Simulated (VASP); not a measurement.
# TaAl2N3 (P-62m) in VASP: density of states with PBE

Aim: the density of states of TaAl2N3 with PBE.

All numbers are computed with VASP 6.6.1; they aren't measurements. Logs are shortened: lines on timing, memory, paths and dates and some standing lists are left out, and cuts for length are marked.

## 1. The cell of the first run

It takes space group P-62m (No. 189, hexagonal). The conventional cell has a = 5.139 Å, b = 5.139 Å, c = 2.760 Å, α = 90.00°, β = 90.00°, γ = 120.00°. Within 2.7 Å of Ta (site symmetry -62m) lie 3 N at 2.00 Å. Al (site symmetry -6) has 6 N at 2.10 Å and 2 Al at 2.76 Å within 2.8 Å. Within 2.7 Å of N (site symmetry m2m) lie 1 Ta at 2.00 Å and 4 Al at 2.10 Å.

## 2. Density of states, PBE

POSCAR reads:

```
TaAl2N3
1.0
    5.1388326976      0.0000000000      0.0000000000
   -2.5694163488      4.4503596619      0.0000000000
    0.0000000000      0.0000000000      2.7600366516
Ta Al N
1 2 3
Direct
    0.0000000000      0.0000000000      0.0000000000
    0.3333333333      0.6666666667      0.5000000000
    0.6666666667      0.3333333333      0.5000000000
    0.3898096690      0.0000000000      0.0000000000
    0.6101903310      0.6101903310      0.0000000000
    0.0000000000      0.3898096690      0.0000000000
```

INCAR.step1 reads:

```
SYSTEM = TaAl2N3
PREC = Accurate
ENCUT = 520
EDIFF = 1E-6
ISMEAR = 0
SIGMA = 0.1
LREAL = .False.
LASPH = .True.
NELM = 120
ALGO = Normal
ISIF = 2
LWAVE = .False.
LCHARG = .True.
LMAXMIX = 4
GGA = PE
NBANDS = 25
GGA_COMPAT = .False.
NEDOS = 2001
LORBIT = 11
```

KPOINTS.step1 reads:

```
regular mesh
0
Gamma
  12 12 14
  0 0 0
```

INCAR.step2 reads:

```
SYSTEM = TaAl2N3
PREC = Accurate
ENCUT = 520
EDIFF = 1E-6
ISMEAR = -5
SIGMA = 0.1
LREAL = .False.
LASPH = .True.
NELM = 120
ALGO = Normal
ISIF = 2
LWAVE = .False.
LCHARG = .False.
LMAXMIX = 4
GGA = PE
LORBIT = 10
NBANDS = 25
NEDOS = 2001
ICHARG = 11
GGA_COMPAT = .False.
```

KPOINTS.step2 reads:

```
regular mesh
0
Gamma
  18 18 21
  0 0 0
```

Potentials or basis: VASP PAW PBE potentials, release 64 (Ta_pv, Al, N).

The run is started by

```
> cat potpaw_PBE.64/Ta_pv/POTCAR potpaw_PBE.64/Al/POTCAR potpaw_PBE.64/N/POTCAR > POTCAR
> cp INCAR.step1 INCAR
> cp KPOINTS.step1 KPOINTS
> mpirun -np 1 vasp_std > vasp.out
> cp INCAR.step2 INCAR
> cp KPOINTS.step2 KPOINTS
> mpirun -np 1 vasp_std > vasp.out
```

OUTCAR:

```text
SYSTEM = TaAl2N3
   PREC = Accurate
   ENCUT = 520
   EDIFF = 1E-6
   ISMEAR = -5
   LREAL = .False.
   LASPH = .True.
   NELM = 120
   ISIF = 2
   GGA = PE
   LORBIT = 10
   ICHARG = 11

 ion  position               nearest neighbor table
   1  0.000  0.000  0.000-   5 2.00   6 2.00   4 2.00   3 3.27   2 3.27   2 3.27   3 3.27   2 3.27
                             2 3.27   3 3.27   3 3.27   3 3.27   3 3.27   2 3.27   2 3.27
   2  0.333  0.667  0.500-   4 2.10   4 2.10   6 2.10   6 2.10   5 2.10   5 2.10   3 2.97   3 2.97
                             3 2.97   1 3.27   1 3.27   1 3.27   1 3.27   1 3.27   1 3.27
   3  0.667  0.333  0.500-   6 2.10   6 2.10   4 2.10   4 2.10   5 2.10   5 2.10   2 2.97   2 2.97
                             2 2.97   1 3.27   1 3.27   1 3.27   1 3.27   1 3.27   1 3.27
   4  0.390  0.000  0.000-   1 2.00   2 2.10   2 2.10   3 2.10   3 2.10
   5  0.610  0.610  0.000-   1 2.00   3 2.10   3 2.10   2 2.10   2 2.10
   6  0.000  0.390  0.000-   1 2.00   3 2.10   3 2.10   2 2.10   2 2.10

  LATTYP: Found a hexagonal cell.
 ALAT       =     5.1388326976
 C/A-ratio  =     0.5370940862

  Lattice vectors:

 A1 = (   5.1388326976,   0.0000000000,   0.0000000000)
 A2 = (  -2.5694163488,   4.4503596619,   0.0000000000)
 A3 = (   0.0000000000,   0.0000000000,   2.7600366516)

Analysis of symmetry for initial positions (statically):
=====================================================================
 Subroutine PRICEL returns:
 Original cell was already a primitive cell.

 Routine SETGRP: Setting up the symmetry group for a
 hexagonal supercell.

 Subroutine GETGRP returns: Found 12 space group operations
 (whereof 12 operations were pure point group operations)
 out of a pool of 24 trial point group operations.

The static configuration has the point symmetry D_3h.

Analysis of symmetry for dynamics (positions and initial velocities):
=====================================================================
 Subroutine PRICEL returns:
 Original cell was already a primitive cell.

 Routine SETGRP: Setting up the symmetry group for a
 hexagonal supercell.

 Subroutine GETGRP returns: Found 12 space group operations
 (whereof 12 operations were pure point group operations)
 out of a pool of 24 trial point group operations.

The dynamic configuration has the point symmetry D_3h.

 Subroutine INISYM returns: Found 12 space group operations
 (whereof 12 operations are pure point group operations),
 and found     1 'primitive' translations

----------------------------------------------------------------------------------------

                                     Primitive cell

  volume of cell :      63.1211

  direct lattice vectors                    reciprocal lattice vectors
     5.138832698  0.000000000  0.000000000     0.194596722  0.112350470  0.000000000
    -2.569416349  4.450359662  0.000000000     0.000000000  0.224700940  0.000000000
     0.000000000  0.000000000  2.760036652     0.000000000  0.000000000  0.362314029

  length of vectors
     5.138832698  5.138832698  2.760036652     0.224700940  0.224700940  0.362314029

  position of ions in fractional coordinates (direct lattice)
     0.000000000  0.000000000  0.000000000
     0.333333333  0.666666667  0.500000000
     0.666666667  0.333333333  0.500000000
     0.389809669  0.000000000  0.000000000
     0.610190331  0.610190331  0.000000000
     0.000000000  0.389809669  0.000000000

  ion indices of the primitive-cell ions
   primitive index   ion index
                 1           1
                 2           2
                 3           3
                 4           4
                 5           5
                 6           6

----------------------------------------------------------------------------------------

 KPOINTS: regular mesh

Automatic generation of k-mesh.
 Grid dimensions read from file:
 generate k-points for:   18   18   21

 Generating k-lattice:

  Cartesian coordinates                     Fractional coordinates (reciprocal lattice)
     0.010810929  0.006241693  0.000000000     0.055555556  0.000000000  0.000000000
     0.000000000  0.012483386  0.000000000     0.000000000  0.055555556  0.000000000
     0.000000000  0.000000000  0.017253049     0.000000000  0.000000000  0.047619048

  Length of vectors
     0.012483386  0.012483386  0.017253049

  Shift w.r.t. Gamma in fractional coordinates (k-lattice)
     0.000000000  0.000000000  0.000000000

 TETIRR: Found   6759 inequivalent tetrahedra from    40824

 Subroutine IBZKPT returns following result:
 ===========================================

 Found    407 irreducible k-points:

 Following reciprocal coordinates:
            Coordinates               Weight
  0.000000  0.000000  0.000000      1.000000
  0.055556  0.000000  0.000000      6.000000
  0.111111  0.000000  0.000000      6.000000
  0.166667  0.000000  0.000000      6.000000
  0.222222  0.000000  0.000000      6.000000
  0.277778  0.000000  0.000000      6.000000
[... 16 lines left out ...]
  0.333333  0.111111  0.000000     12.000000
  0.388889  0.111111  0.000000     12.000000
 [... further k-points ...]
   k-points           NKPTS =    407   k-points in BZ     NKDIM =    407   number of bands    NBANDS=     25
   number of dos      NEDOS =   2001   number of ions     NIONS =      6
   total plane-waves  NPLWV =  38400
   dimension x,y,z NGX =    40 NGY =   40 NGZ =   24
   dimension x,y,z NGXF=    80 NGYF=   80 NGZF=   48
   ions per type =               1   2   3
   NGX,Y,Z   is equivalent  to a cutoff of  12.94, 12.94, 14.46 a.u.
   NGXF,Y,Z  is equivalent  to a cutoff of  25.88, 25.88, 28.91 a.u.
 SYSTEM =  TaAl2N3
   PREC   = accura    normal or accurate (medium, high low for compatibility)
   ISTART =      0    job   : 0-new  1-cont  2-samecut
   ICHARG =     11    charge: 1-file 2-atom 10-const
   ISPIN  =      1    spin polarized calculation?
   LNONCOLLINEAR =      F non collinear calculations
   LSORBIT =      F    spin-orbit coupling
   LASPH  =      T    aspherical Exc in radial PAW
   ENCUT  =  520.0 eV  38.22 Ry    6.18 a.u.   9.55  9.55  5.13*2*pi/ulx,y,z
   NELM   =    120;   NELMIN=  2; NELMDL=  0     # of ELM steps
   EDIFF  = 0.1E-05   stopping-criterion for ELM
   LREAL  =      F    real-space projection
   EDIFFG = 0.1E-04   stopping-criterion for IOM
   NSW    =      0    number of steps for IOM
   IBRION =     -1    ionic relax: 0-MD 1-quasi-New 2-CG
   NFREE  =      0    steps in history (QN), initial steepest desc. (CG)
   ISIF   =      2    stress and relaxation
   ISYM   =      2    0-nonsym 1-usesym 2-fastsym
   POTIM  = 0.5000    time-step for ionic-motion
   TEBEG  =    0.0;   TEEND  =   0.0 temperature during run
   PSTRESS=    0.0 pullay stress
   NELECT =      32.0000    total number of electrons
   NUPDOWN=      -1.0000    fix difference up-down
   EMIN   =  10.00;   EMAX   =-10.00  energy-range for DOS
   EFERMI =   0.00;   METHOD = LEGACY
   ISMEAR =    -5;   SIGMA  =   0.10  broadening in eV -4-tet -1-fermi 0-gaus
   EFERMI_NEDOS =   21; number of points for ismear=-14 and -15
   IALGO  =     38    algorithm
   IMIX   =      4    mixing-type and parameters
     AMIX     =   0.40;   BMIX     =  1.00
     AMIX_MAG =   1.60;   BMIX_MAG =  1.00
  volume/ion in A,a.u.               =      10.52        70.99
  Fermi-wavevector in a.u.,A,eV,Ry     =   1.305369  2.466790 23.184173  1.703989
  Thomas-Fermi vector in A             =   2.436243
   LORBIT       =     10    0 simple, 1 ext, 2 COOP (PROOUT), +10 PAW based schemes
   GGA     = PE    functional components
   LHFCALC =     F    Hartree Fock is set to
   AEXX    =    0.0000 exact exchange contribution
   IVDW    =     0    specifies the selected vdW correction
   LEPSILON=     F    determine dielectric tensor
   LRPA    =     F    only Hartree local field effects (RPA)
 non-spin polarized calculation
 Fermi weights with tetrahedron method with Bloechl corrections
  energy-cutoff  :      520.00
  volume of cell :       63.12
 maximum number of plane-waves:      1732
 NGX is ok and might be reduce to    40

 number of electron      32.0000000 magnetization

 Free energy of the ion-electron system (eV)
  ---------------------------------------------------
  ext. energy  EPLUGINS =         0.00000000
  ---------------------------------------------------
  free energy    TOTEN  =       -47.81824905 eV

  energy without entropy =      -47.81824905  energy(sigma->0) =      -47.81824905

 E-fermi :   7.9941     XC(G=0): -11.9033

 val. band max:        7.9918338681   @ k =   0.4444   0.0556   0.3333
 cond. band min:       7.9932159857   @ k =   0.2222   0.1111   0.3810
 fundamental gap:      0.0013821176
 Fermi energy:         7.9940801485

 k-point     1 :       0.0000    0.0000    0.0000
  band No.  band energies     occupation
      1     -26.5448      2.00000
      2     -26.5448      2.00000
      3     -25.8684      2.00000
      4      -8.9812      2.00000
      5      -6.2702      2.00000
      6      -6.2702      2.00000
[... 17 lines left out ...]
     24      16.2723      0.00000
     25      17.0633      0.00000

 k-point     2 :       0.0556    0.0000    0.0000
  band No.  band energies     occupation
      1     -26.5449      2.00000
      2     -26.5448      2.00000
      3     -25.8684      2.00000
      4      -8.9626      2.00000
      5      -6.2933      2.00000
      6      -6.2736      2.00000
[... 17 lines left out ...]
     24      16.3915      0.00000
     25      17.0830      0.00000
[... 586 lines left out ...]
     24      16.5290      0.00000
     25      17.0760      0.00000

 k-point    24 :       0.3889    0.1111    0.0000
  band No.  band energies     occupation
      1     -26.5493      2.00000
      2     -26.5463      2.00000
      3     -25.8683      2.00000
      4      -7.9172      2.00000
      5      -7.3869      2.00000
      6      -6.4715      2.00000
[... 17 lines left out ...]
     24      16.6117      0.00000
     25      17.0358      0.00000

 [... further k-points ...]
[... 5 lines left out ...]
  --------------------------------------------------------------------------------------
  -------------------------------------------------------------------------------------
  Total        0.2614100      0.2614100      0.1753383      0.0000000      0.0000000      0.0000000
  in kB        6.6352656      6.6352656      4.4505416      0.0000000      0.0000000      0.0000000
  external PRESSURE =       5.9070243 kB  Pullay stress =       0.0000000 kB

 VOLUME and BASIS-vectors are now :
 -----------------------------------------------------------------------------
  energy-cutoff  :      520.00
  volume of cell :       63.12
      direct lattice vectors                 reciprocal lattice vectors
     5.138832698  0.000000000  0.000000000     0.194596722  0.112350470  0.000000000
    -2.569416349  4.450359662  0.000000000     0.000000000  0.224700940  0.000000000
     0.000000000  0.000000000  2.760036652     0.000000000  0.000000000  0.362314029

 POSITION                                       TOTAL-FORCE (eV/Angst)
 -----------------------------------------------------------------------------------
      0.00000      0.00000      0.00000         0.000000     -0.000000     -0.000000
     -0.00000      2.96691      1.38002         0.000000     -0.000000     -0.000000
      2.56942      1.48345      1.38002         0.000000      0.000000     -0.000000
      2.00317      0.00000      0.00000         0.055223      0.000000      0.000000
      1.56783      2.71557      0.00000        -0.027611     -0.047824      0.000000
     -1.00158      1.73479      0.00000        -0.027611      0.047824     -0.000000
 -----------------------------------------------------------------------------------
    total drift:                               -0.000000     -0.000001      0.000000

  FREE ENERGIE OF THE ION-ELECTRON SYSTEM (eV)
  ---------------------------------------------------
  free  energy   TOTEN  =       -47.8182490479 eV

  energy  without entropy=      -47.8182490479  energy(sigma->0) =      -47.81824905

 total charge

# of ion       s       p       d       tot
------------------------------------------
    1        0.407   6.201   2.497   9.105
    2        0.309   0.345   0.000   0.655
    3        0.309   0.345   0.000   0.655
    4        1.251   2.535   0.000   3.785
    5        1.251   2.535   0.000   3.785
    6        1.251   2.535   0.000   3.785
--------------------------------------------------
tot          4.779  14.494   2.497  21.770
```

It took 5.1 min on 1 thread of AMD EPYC 9R45 (Zen 5), shared host; peak memory 0.61 GiB.

What came out:

```
Valence electrons inside the program's atomic spheres : Ta 9.11; Al 0.66; N 3.79
```

Caveat: spin-orbit coupling is left out, which moves the levels of the heavy elements; tetrahedron occupations give inexact forces and stress in metals.
